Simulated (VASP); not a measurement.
# Tl (P6_3/mmc) in VASP: single point with PBEsol

Aim: the single point of Tl with PBEsol.

All numbers are computed with VASP 6.6.1; they aren't measurements. Logs are shortened: lines on timing, memory, paths and dates and some standing lists are left out, and cuts for length are marked.

**1. The cell of the first run**

It takes space group P6_3/mmc (No. 194, hexagonal). The conventional cell has a = 3.458 Å, b = 3.458 Å, c = 5.519 Å, α = 90.00°, β = 90.00°, γ = 120.00°. Tl (site symmetry -6m2) has 12 Tl at 3.41 to 3.46 Å within 4.5 Å.

**2. Single point, PBEsol**

POSCAR reads:

```
Tl
1.0
    3.4579858191      0.0000000000      0.0000000000
   -1.7289929096      2.9947035653      0.0000000000
    0.0000000000      0.0000000000      5.5189634532
Tl
2
Direct
    0.3333333333      0.6666666667      0.7500000000
    0.6666666667      0.3333333333      0.2500000000
```

INCAR.step1 reads:

```
PREC     = Accurate       # precision mode
ENCUT    = 520            # plane-wave cutoff, eV
EDIFF    = 1E-7           # SCF threshold, eV
ISMEAR   = 0              # smearing method
SIGMA    = 0.05           # smearing width, eV
LREAL    = F              # projectors in reciprocal space
LASPH    = T              # aspherical terms in the spheres
NELM     = 100            # most SCF steps
ALGO     = Normal         # electronic algorithm
ISIF     = 2              # what is computed and relaxed
LWAVE    = F              # write WAVECAR
LCHARG   = T              # write CHGCAR
GGA      = PS             # functional
NBANDS   = 20             # bands
```

KPOINTS.step1 reads:

```
regular mesh
0
Gamma
  14 14 8
```

INCAR.step2 reads:

```
PREC     = Accurate       # precision mode
ENCUT    = 520            # plane-wave cutoff, eV
EDIFF    = 1E-7           # SCF threshold, eV
ISMEAR   = -5             # smearing method
SIGMA    = 0.05           # smearing width, eV
LREAL    = F              # projectors in reciprocal space
LASPH    = T              # aspherical terms in the spheres
NELM     = 100            # most SCF steps
ALGO     = Normal         # electronic algorithm
ISIF     = 2              # what is computed and relaxed
LWAVE    = F              # write WAVECAR
LCHARG   = F              # write CHGCAR
GGA      = PS             # functional
LORBIT   = 11             # projections on sites
NBANDS   = 20             # bands
NEDOS    = 1001           # points of the DOS
ICHARG   = 11             # starting density
```

KPOINTS.step2 reads:

```
regular mesh
0
Gamma
  21 21 12
```

Potentials or basis: VASP PAW PBE potentials, release 64 (Tl_d).

Started as:

```console
$ cat potpaw_PBE.64/Tl_d/POTCAR > POTCAR
$ cp INCAR.step1 INCAR
$ cp KPOINTS.step1 KPOINTS
$ mpirun -np 1 vasp_std > vasp.out
$ cp INCAR.step2 INCAR
$ cp KPOINTS.step2 KPOINTS
$ mpirun -np 1 vasp_std > vasp.out
```

OUTCAR:

```text
PREC = Accurate
   ENCUT = 520
   EDIFF = 1E-7
   ISMEAR = -5
   LREAL = F
   LASPH = T
   NELM = 100
   ISIF = 2
   GGA = PS
   LORBIT = 11
   ICHARG = 11

 ion  position               nearest neighbor table
   1  0.333  0.667  0.750-   2 3.41   2 3.41   2 3.41   2 3.41   2 3.41   2 3.41
   2  0.667  0.333  0.250-   1 3.41   1 3.41   1 3.41   1 3.41   1 3.41   1 3.41

  LATTYP: Found a hexagonal cell.
 ALAT       =     3.4579858191
 C/A-ratio  =     1.5960052302

  Lattice vectors:

 A1 = (   3.4579858191,   0.0000000000,   0.0000000000)
 A2 = (  -1.7289929096,   2.9947035653,   0.0000000000)
 A3 = (   0.0000000000,   0.0000000000,   5.5189634532)

Analysis of symmetry for initial positions (statically):
=====================================================================
 Subroutine PRICEL returns:
 Original cell was already a primitive cell.

 Routine SETGRP: Setting up the symmetry group for a
 hexagonal supercell.

 Subroutine GETGRP returns: Found 24 space group operations
 (whereof 12 operations were pure point group operations)
 out of a pool of 24 trial point group operations.

The static configuration has the point symmetry D_3d.
 The point group associated with its full space group is D_6h.

Analysis of symmetry for dynamics (positions and initial velocities):
=====================================================================
 Subroutine PRICEL returns:
 Original cell was already a primitive cell.

 Routine SETGRP: Setting up the symmetry group for a
 hexagonal supercell.

 Subroutine GETGRP returns: Found 24 space group operations
 (whereof 12 operations were pure point group operations)
 out of a pool of 24 trial point group operations.

The dynamic configuration has the point symmetry D_3d.
 The point group associated with its full space group is D_6h.

 Subroutine INISYM returns: Found 24 space group operations
 (whereof 12 operations are pure point group operations),
 and found     1 'primitive' translations

----------------------------------------------------------------------------------------

                                     Primitive cell

  volume of cell :      57.1524

  direct lattice vectors                    reciprocal lattice vectors
     3.457985819  0.000000000  0.000000000     0.289185686  0.166961433  0.000000000
    -1.728992910  2.994703565  0.000000000     0.000000000  0.333922867  0.000000000
     0.000000000  0.000000000  5.518963453     0.000000000  0.000000000  0.181193445

  length of vectors
     3.457985819  3.457985819  5.518963453     0.333922867  0.333922867  0.181193445

  position of ions in fractional coordinates (direct lattice)
     0.333333333  0.666666667  0.750000000
     0.666666667  0.333333333  0.250000000

  ion indices of the primitive-cell ions
   primitive index   ion index
                 1           1
                 2           2

----------------------------------------------------------------------------------------

 KPOINTS: regular mesh

Automatic generation of k-mesh.
 Grid dimensions read from file:
 generate k-points for:   21   21   12

 Generating k-lattice:

  Cartesian coordinates                     Fractional coordinates (reciprocal lattice)
     0.013770747  0.007950544  0.000000000     0.047619048  0.000000000  0.000000000
     0.000000000  0.015901089  0.000000000     0.000000000  0.047619048  0.000000000
     0.000000000  0.000000000  0.015099454     0.000000000  0.000000000  0.083333333

  Length of vectors
     0.015901089  0.015901089  0.015099454

  Shift w.r.t. Gamma in fractional coordinates (k-lattice)
     0.000000000  0.000000000  0.000000000

 TETIRR: Found   5376 inequivalent tetrahedra from    31752

 Subroutine IBZKPT returns following result:
 ===========================================

 Found    336 irreducible k-points:

 Following reciprocal coordinates:
            Coordinates               Weight
  0.000000  0.000000  0.000000      1.000000
  0.047619 -0.000000  0.000000      6.000000
  0.095238 -0.000000  0.000000      6.000000
  0.142857 -0.000000  0.000000      6.000000
  0.190476 -0.000000  0.000000      6.000000
  0.238095 -0.000000  0.000000      6.000000
[... 16 lines left out ...]
  0.142857  0.095238  0.000000     12.000000
  0.190476  0.095238  0.000000     12.000000
 [... further k-points ...]
   k-points           NKPTS =    336   k-points in BZ     NKDIM =    336   number of bands    NBANDS=     20
   number of dos      NEDOS =   1001   number of ions     NIONS =      2
   total plane-waves  NPLWV =  32928
   dimension x,y,z NGX =    28 NGY =   28 NGZ =   42
   dimension x,y,z NGXF=    56 NGYF=   56 NGZF=   84
   ions per type =               2
   NGX,Y,Z   is equivalent  to a cutoff of  13.46, 13.46, 12.65 a.u.
   NGXF,Y,Z  is equivalent  to a cutoff of  26.92, 26.92, 25.30 a.u.
 SYSTEM =  unknown system
   PREC   = accura    normal or accurate (medium, high low for compatibility)
   ISTART =      0    job   : 0-new  1-cont  2-samecut
   ICHARG =     11    charge: 1-file 2-atom 10-const
   ISPIN  =      1    spin polarized calculation?
   LNONCOLLINEAR =      F non collinear calculations
   LSORBIT =      F    spin-orbit coupling
   LASPH  =      T    aspherical Exc in radial PAW
   ENCUT  =  520.0 eV  38.22 Ry    6.18 a.u.   6.43  6.43 10.26*2*pi/ulx,y,z
   NELM   =    100;   NELMIN=  2; NELMDL=  0     # of ELM steps
   EDIFF  = 0.1E-06   stopping-criterion for ELM
   LREAL  =      F    real-space projection
   EDIFFG = 0.1E-05   stopping-criterion for IOM
   NSW    =      0    number of steps for IOM
   IBRION =     -1    ionic relax: 0-MD 1-quasi-New 2-CG
   NFREE  =      0    steps in history (QN), initial steepest desc. (CG)
   ISIF   =      2    stress and relaxation
   ISYM   =      2    0-nonsym 1-usesym 2-fastsym
   POTIM  = 0.5000    time-step for ionic-motion
   TEBEG  =    0.0;   TEEND  =   0.0 temperature during run
   PSTRESS=    0.0 pullay stress
   NELECT =      26.0000    total number of electrons
   NUPDOWN=      -1.0000    fix difference up-down
   EMIN   =  10.00;   EMAX   =-10.00  energy-range for DOS
   EFERMI =   0.00;   METHOD = LEGACY
   ISMEAR =    -5;   SIGMA  =   0.05  broadening in eV -4-tet -1-fermi 0-gaus
   EFERMI_NEDOS =   21; number of points for ismear=-14 and -15
   IALGO  =     38    algorithm
   IMIX   =      4    mixing-type and parameters
     AMIX     =   0.40;   BMIX     =  1.00
     AMIX_MAG =   1.60;   BMIX_MAG =  1.00
  volume/ion in A,a.u.               =      28.58       192.84
  Fermi-wavevector in a.u.,A,eV,Ry     =   1.259083  2.379322 21.569186  1.585290
  Thomas-Fermi vector in A             =   2.392661
   LORBIT       =     11    0 simple, 1 ext, 2 COOP (PROOUT), +10 PAW based schemes
   GGA     = PS    functional components
   LHFCALC =     F    Hartree Fock is set to
   AEXX    =    0.0000 exact exchange contribution
   IVDW    =     0    specifies the selected vdW correction
   LEPSILON=     F    determine dielectric tensor
   LRPA    =     F    only Hartree local field effects (RPA)
 non-spin polarized calculation
 Fermi weights with tetrahedron method with Bloechl corrections
  energy-cutoff  :      520.00
  volume of cell :       57.15
 maximum number of plane-waves:      1566
 NGX is ok and might be reduce to    28

 number of electron      26.0000003 magnetization

 Free energy of the ion-electron system (eV)
  ---------------------------------------------------
  ext. energy  EPLUGINS =         0.00000000
  ---------------------------------------------------
  free energy    TOTEN  =        -5.26245816 eV

  energy without entropy =       -5.26245816  energy(sigma->0) =       -5.26245816

 E-fermi :   6.4123     XC(G=0): -10.3703

 val. band max:        6.5930504839   @ k =   0.2381   0.2381   0.0000
 cond. band min:       6.2351893326   @ k =   0.3333  -0.0000   0.0000
 fundamental gap:     -0.3578611513
 Fermi energy:         6.4122639669

 k-point     1 :       0.0000    0.0000    0.0000
  band No.  band energies     occupation
      1      -5.3593      2.00000
      2      -5.1226      2.00000
      3      -5.1007      2.00000
      4      -5.1007      2.00000
      5      -5.0462      2.00000
      6      -5.0462      2.00000
[... 12 lines left out ...]
     19      17.1800      0.00000
     20      17.3449      0.00000

 k-point     2 :       0.0476   -0.0000    0.0000
  band No.  band energies     occupation
      1      -5.3508      2.00000
      2      -5.1368      2.00000
      3      -5.0908      2.00000
      4      -5.0848      2.00000
      5      -5.0469      2.00000
      6      -5.0370      2.00000
[... 12 lines left out ...]
     19      17.3356      0.00000
     20      17.4922      0.00000

 k-point     3 :       0.0952   -0.0000    0.0000
  band No.  band energies     occupation
      1      -5.3297      2.00000
      2      -5.1567      2.00000
      3      -5.0620      2.00000
      4      -5.0608      2.00000
      5      -5.0458      2.00000
      6      -5.0105      2.00000
[... 12 lines left out ...]
     19      17.2101      0.00000
     20      17.9690      0.00000

 k-point     4 :       0.1429   -0.0000    0.0000
  band No.  band energies     occupation
      1      -5.3109      2.00000
      2      -5.1674      2.00000
      3      -5.0628      2.00000
      4      -5.0389      2.00000
      5      -5.0254      2.00000
      6      -5.0164      2.00000
[... 12 lines left out ...]
     19      16.8521      0.00000
     20      18.3815      0.00000

 k-point     5 :       0.1905   -0.0000    0.0000
  band No.  band energies     occupation
      1      -5.3159      2.00000
      2      -5.1587      2.00000
      3      -5.0782      2.00000
      4      -5.0685      2.00000
      5      -5.0492      2.00000
      6      -4.9667      2.00000
[... 12 lines left out ...]
     19      16.5898      0.00000
     20      17.9813      0.00000
[... 353 lines left out ...]
      6      -4.9190      2.00000
[... 12 lines left out ...]
     19      14.8850      0.00000
     20      15.9085      0.00000

 k-point    22 :       0.0952    0.0952    0.0000
  band No.  band energies     occupation
      1      -5.2900      2.00000
      2      -5.1927      2.00000
      3      -5.0499      2.00000
      4      -5.0439      2.00000
      5      -5.0425      2.00000
      6      -5.0134      2.00000
[... 12 lines left out ...]
     19      16.8798      0.00000
     20      17.8515      0.00000

 k-point    23 :       0.1429    0.0952    0.0000
  band No.  band energies     occupation
      1      -5.2814      2.00000
      2      -5.2009      2.00000
      3      -5.0897      2.00000
      4      -5.0642      2.00000
      5      -5.0409      2.00000
      6      -4.9776      2.00000
[... 12 lines left out ...]
     19      16.7468      0.00000
     20      17.1344      0.00000

 k-point    24 :       0.1905    0.0952    0.0000
  band No.  band energies     occupation
      1      -5.3037      2.00000
      2      -5.1849      2.00000
      3      -5.1389      2.00000
      4      -5.0854      2.00000
      5      -5.0364      2.00000
      6      -4.9309      2.00000
[... 12 lines left out ...]
     19      16.4967      0.00000
     20      16.5827      0.00000

 [... further k-points ...]
[... 5 lines left out ...]
  --------------------------------------------------------------------------------------
  -------------------------------------------------------------------------------------
  Total        0.1100080      0.1100080     -0.1928989     -0.0000000     -0.0000000      0.0000000
  in kB        3.0839005      3.0839005     -5.4076164     -0.0000000     -0.0000000      0.0000000
  external PRESSURE =       0.2533949 kB  Pullay stress =       0.0000000 kB

 VOLUME and BASIS-vectors are now :
 -----------------------------------------------------------------------------
  energy-cutoff  :      520.00
  volume of cell :       57.15
      direct lattice vectors                 reciprocal lattice vectors
     3.457985819  0.000000000  0.000000000     0.289185686  0.166961433  0.000000000
    -1.728992910  2.994703565  0.000000000     0.000000000  0.333922867  0.000000000
     0.000000000  0.000000000  5.518963453     0.000000000  0.000000000  0.181193445

 POSITION                                       TOTAL-FORCE (eV/Angst)
 -----------------------------------------------------------------------------------
     -0.00000      1.99647      4.13922        -0.000000     -0.000000      0.000000
      1.72899      0.99823      1.37974         0.000000      0.000000      0.000000
 -----------------------------------------------------------------------------------
    total drift:                                0.000000     -0.000000      0.000000

  FREE ENERGIE OF THE ION-ELECTRON SYSTEM (eV)
  ---------------------------------------------------
  free  energy   TOTEN  =        -5.2624581630 eV

  energy  without entropy=       -5.2624581630  energy(sigma->0) =       -5.26245816

 total charge

# of ion       s       p       d       tot
------------------------------------------
    1        1.176   0.391   9.637  11.203
    2        1.176   0.391   9.637  11.203
--------------------------------------------------
tot          2.352   0.781  19.273  22.407
```

Wall time 2 min (1 thread of Intel Xeon 6975P-C (Granite Rapids), shared host); peak memory 0.4 GiB.

Results:

```
Valence electrons inside the program's atomic spheres : Tl 11.20
```

Caveat: the PAW data sets were made with another functional, which shifts forces and pressure a little; spin-orbit coupling is left out, which moves the levels of the heavy elements.
